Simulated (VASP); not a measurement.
Here is a VASP 6.6.1 calculation.

Contents of INCAR:

```
SYSTEM = WC
  PREC = Accurate
  ENCUT = 600
  EDIFF = 1E-6
  ISMEAR = 0
  SIGMA = 0.028000000000000004
  LREAL = .FALSE.
  LASPH = .TRUE.
  NELM = 120
  ALGO = Normal
  ISIF = 2
  LWAVE = .FALSE.
  LCHARG = .FALSE.
  GGA = PE
  NBANDS = 16
  GGA_COMPAT = .FALSE.
```

The input KPOINTS:

```
regular mesh
0
G
  10 10 10
  0 0 0
```

Contents of POSCAR:

```
WC
1.0
    0.0000000000      2.1926840000      2.1926840000
    2.1926840000      0.0000000000      2.1926840000
    2.1926840000      2.1926840000      0.0000000000
W C
1 1
Direct
    0.0000000000      0.0000000000      0.0000000000
    0.5000000000      0.5000000000      0.5000000000
```

Potentials or basis: VASP PAW PBE potentials, release 64 (W_sv, C).

Run with:

```sh
$ cat potpaw_PBE.64/W_sv/POTCAR potpaw_PBE.64/C/POTCAR > POTCAR
$ mpirun -np 1 vasp_std > vasp.out
```

(1) Estimate the band gap on the k mesh.

(2) Predict the pressure.

## Answers

(1) zero (bands 9 and 10 overlap by 3.18 eV).

(2) -0.7 GPa.

Caveat: spin-orbit coupling is left out, which moves the levels of the heavy elements.
